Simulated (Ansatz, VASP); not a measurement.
# Ca3TeRu2: VASP beside Ansatz

Contents of INCAR:

```
SYSTEM = Ca3TeRu2
ALGO = Fast
EDIFF = 1E-6
EDIFFG = -0.01
ENCUT = 600
GGA = PE
IBRION = 2
ISIF = 3
ISMEAR = 0
LASPH = .TRUE.
LCHARG = .FALSE.
LREAL = .FALSE.
LWAVE = .FALSE.
NELM = 80
NSW = 100
PREC = Accurate
SIGMA = 0.1
```

Contents of KPOINTS:

```
k-points
0
G
  6 6 6
  0 0 0
```

POSCAR

```
Ca3TeRu2
1.0
    6.2342191531      0.0000000000      0.0000000000
   -3.1171095766      5.3989921594      0.0000000000
    0.0000000000      0.0000000000      7.3243708855
Ca Te Ru
3 1 2
Direct
    0.5000000000      0.0000000000      0.5000000000
    0.0000000000      0.5000000000      0.5000000000
    0.5000000000      0.5000000000      0.5000000000
    0.0000000000      0.0000000000      0.0000000000
    0.0000000000      0.0000000000      0.3445314018
    0.0000000000      0.0000000000      0.6554685982
```

Input for Ansatz:

```yaml
crystal:
  lattice:
    - [6.2342191531, 0.0, 0.0]
    - [-3.1171095766, 5.3989921594, 0.0]
    - [0.0, 0.0, 7.3243708855]
  atoms:
    - { symbol: Ca, position: [0.5, 0.0, 0.5] }
    - { symbol: Ca, position: [0.0, 0.5, 0.5] }
    - { symbol: Ca, position: [0.5, 0.5, 0.5] }
    - { symbol: Te, position: [0.0, 0.0, 0.0] }
    - { symbol: Ru, position: [0.0, 0.0, 0.3445314018] }
    - { symbol: Ru, position: [0.0, 0.0, 0.6554685982] }
basis:
  ecutwfc: 420
kpoints:
  mp_grid: { grid: [6, 6, 6] }
hamiltonian:
  xc: pbe
scf:
  occupations: { method: gaussian, width: 0.1 }
output:
  forces: true
  stress: true
  eigenvalues: true
relax:
  adjacent_minimum: "off"
  f_tol: 0.01
  max_steps: 80
  cell: { stress_tol: 0.05 }
```

Alike in both runs: task relaxation of cell and atoms; functional PBE; k mesh 6 × 6 × 6; occupations gaussian, width 0.1 eV; no spin polarisation.

|  | VASP | Ansatz |
| --- | --- | --- |
| version | VASP 6.6.1 | Ansatz 0.2.0 |
| potentials or method | VASP PAW PBE potentials, release 64 (Ca_sv, Te, Ru_pv), cutoff 600 eV | scalar-relativistic, plane waves, PAW |
| valence electrons in the cell | 64 | 78 |

Ansatz gave:

| Quantity | Value |
| --- | --- |
| gap on the k mesh at the Fermi level, each at its own relaxed structure (eV) | none |
| relaxed volume (Å³/atom) | 41.19 |
| relaxed cell length with the largest relative difference (Å) | 7.359 |

Problem. What did VASP give for the same quantities?

Solution. gap on the k mesh at the Fermi level, each at its own relaxed structure (eV): none; relaxed volume (Å³/atom): 41.20; relaxed cell length with the largest relative difference (Å): 7.355.

A gap of «none» marks a metal or a gap that the smearing closes. VASP's potentials hold 64 valence electrons a cell and Ansatz's 78, so a difference there can come from the potentials and not from the codes.

Neither program's run includes spin-orbit coupling.
